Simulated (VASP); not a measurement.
Here is a VASP 6.6.1 calculation.

File POSCAR:

```
InP
1.0
    0.0000000000      2.9305000000      2.9305000000
    2.9305000000      0.0000000000      2.9305000000
    2.9305000000      2.9305000000      0.0000000000
In P
1 1
Direct
    0.0000000000      0.0000000000      0.0000000000
    0.7500000000      0.7500000000      0.7500000000
```

File INCAR.step1:

```
SYSTEM = InP
PREC     = Accurate       ! precision mode
ENCUT    = 520            ! plane-wave cutoff, eV
EDIFF    = 1E-5           ! SCF threshold, eV
ISMEAR   = 0              ! smearing method
SIGMA    = 0.02           ! smearing width, eV
LREAL    = .False.        ! projectors in reciprocal space
LASPH    = .True.         ! aspherical terms in the spheres
NELM     = 80             ! most SCF steps
ALGO     = Normal         ! electronic algorithm
ISIF     = 2              ! what is computed and relaxed
LWAVE    = .True.         ! write WAVECAR
LCHARG   = .False.        ! write CHGCAR
GGA      = PE             ! functional
KPAR     = 4
```

Contents of INCAR.step2:

```
SYSTEM = InP
PREC     = Accurate       ! precision mode
ENCUT    = 520            ! plane-wave cutoff, eV
EDIFF    = 1E-6           ! SCF threshold, eV
ISMEAR   = 0              ! smearing method
SIGMA    = 0.02           ! smearing width, eV
LREAL    = .False.        ! projectors in reciprocal space
LASPH    = .True.         ! aspherical terms in the spheres
NELM     = 80             ! most SCF steps
ALGO     = Normal         ! electronic algorithm
ISIF     = 2              ! what is computed and relaxed
LWAVE    = .False.        ! write WAVECAR
LCHARG   = .False.        ! write CHGCAR
GGA      = PE             ! functional
LHFCALC  = .True.         ! exact exchange
HFSCREEN = 0.2            ! screening, 1/A
PRECFOCK = Fast         
ISTART   = 1            
KPAR     = 4
```

The input KPOINTS:

```
regular mesh
0
Gamma
  6 6 6
  0 0 0
```

KPOINTS_OPT

```
path GXWKGLUWLK,UX
12
line-mode
reciprocal
 0.0000000000  0.0000000000  0.0000000000  G
 0.5000000000  0.0000000000  0.5000000000  X

 0.5000000000  0.0000000000  0.5000000000  X
 0.5000000000  0.2500000000  0.7500000000  W

 0.5000000000  0.2500000000  0.7500000000  W
 0.3750000000  0.3750000000  0.7500000000  K

 0.3750000000  0.3750000000  0.7500000000  K
 0.0000000000  0.0000000000  0.0000000000  G

 0.0000000000  0.0000000000  0.0000000000  G
 0.5000000000  0.5000000000  0.5000000000  L

 0.5000000000  0.5000000000  0.5000000000  L
 0.6250000000  0.2500000000  0.6250000000  U

 0.6250000000  0.2500000000  0.6250000000  U
 0.5000000000  0.2500000000  0.7500000000  W

 0.5000000000  0.2500000000  0.7500000000  W
 0.5000000000  0.5000000000  0.5000000000  L

 0.5000000000  0.5000000000  0.5000000000  L
 0.3750000000  0.3750000000  0.7500000000  K

 0.6250000000  0.2500000000  0.6250000000  U
 0.5000000000  0.0000000000  0.5000000000  X
```

Potentials or basis: VASP PAW PBE potentials, release 64 (In_d, P).

Launch:

```bash
$ cat potpaw_PBE.64/In_d/POTCAR potpaw_PBE.64/P/POTCAR > POTCAR
$ cp INCAR.step1 INCAR
$ mpirun -np 4 vasp_std > vasp.out
$ cp INCAR.step2 INCAR
$ mpirun -np 4 vasp_std > vasp.out
```

Task: Estimate the band gap along the path.

Result: 1.52 eV.

Task: What does it give for the band gap on the k mesh?

Result: 1.52 eV.

Task: Predict the pressure.

Result: 1.3 GPa.

Levels at the corners of the path, in eV from the valence-band top:
```tsv
point	band 6	band 7	band 8	band 9	band 10	band 11	band 12	band 13
Γ	-12.75	0.00	0.00	0.00	1.52	4.94	4.94	4.94
X	-10.16	-6.25	-2.54	-2.54	2.38	3.01	10.45	10.93
X	-10.16	-6.25	-2.54	-2.54	2.38	3.01	10.45	10.93
W	-10.08	-6.06	-3.23	-3.16	5.06	5.42	6.53	7.06
W	-10.08	-6.06	-3.23	-3.16	5.06	5.42	6.53	7.06
K	-10.18	-6.08	-3.61	-2.12	3.07	5.31	8.57	8.63
K	-10.18	-6.08	-3.61	-2.12	3.07	5.31	8.57	8.63
Γ	-12.75	0.00	0.00	0.00	1.52	4.94	4.94	4.94
Γ	-12.75	0.00	0.00	0.00	1.52	4.94	4.94	4.94
L	-10.88	-6.26	-1.06	-1.06	2.27	5.67	5.67	8.05
L	-10.88	-6.26	-1.06	-1.06	2.27	5.67	5.67	8.05
U	-10.18	-6.08	-3.61	-2.12	3.07	5.31	8.57	8.63
U	-10.18	-6.08	-3.61	-2.12	3.07	5.31	8.57	8.63
W	-10.08	-6.06	-3.23	-3.16	5.06	5.42	6.53	7.06
W	-10.08	-6.06	-3.23	-3.16	5.06	5.42	6.53	7.06
L	-10.88	-6.26	-1.06	-1.06	2.27	5.67	5.67	8.05
L	-10.88	-6.26	-1.06	-1.06	2.27	5.67	5.67	8.05
K	-10.18	-6.08	-3.61	-2.12	3.07	5.31	8.57	8.63
U	-10.18	-6.08	-3.61	-2.12	3.07	5.31	8.57	8.63
X	-10.16	-6.25	-2.54	-2.54	2.38	3.01	10.45	10.93
```

Caveat: the PAW data sets were made with another functional, which shifts forces and pressure a little; spin-orbit coupling is left out, which moves the levels of the heavy elements.
